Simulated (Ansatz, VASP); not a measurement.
**ZnSe in VASP and in Ansatz**

```xyz
2
Lattice="0.0000 2.7885 2.7885 2.7885 0.0000 2.7885 2.7885 2.7885 0.0000" Properties=species:S:1:pos:R:3 pbc="T T T"
Zn    0.0000    0.0000    0.0000
Se    1.3943    1.3943    1.3943
```

Change from the starting cell: strained cell.

Alike in both runs: functional PBEsol; k mesh 8 × 8 × 8; occupations gaussian, width 0.02 eV; no spin polarisation.

Ansatz relaxed the structure, and its values are those at the end. VASP's run is a single point on that final structure, the one shown.

|  | VASP | Ansatz |
| --- | --- | --- |
| version | VASP 6.6.1 | Ansatz 0.2.0 |
| potentials or method | VASP PAW PBE potentials, release 64 (Zn, Se), cutoff 500 eV | scalar-relativistic, plane waves, PAW |
| valence electrons in the cell | 18 | 28 |

```csv
,VASP,Ansatz,Ansatz less VASP
gap on the k mesh at the Fermi level (eV),1.37,1.36,-0.009
least direct gap on the mesh (eV),1.37,1.36,-0.009
pressure (GPa),2.4,2.1,-0.28
```

VASP's potentials were made for PBE, not for PBEsol, and Ansatz warns of the same on its side. VASP's potentials hold 18 valence electrons a cell and Ansatz's 28, so a difference there can come from the potentials and not from the codes. Ansatz's warnings: stress scf threshold loose.
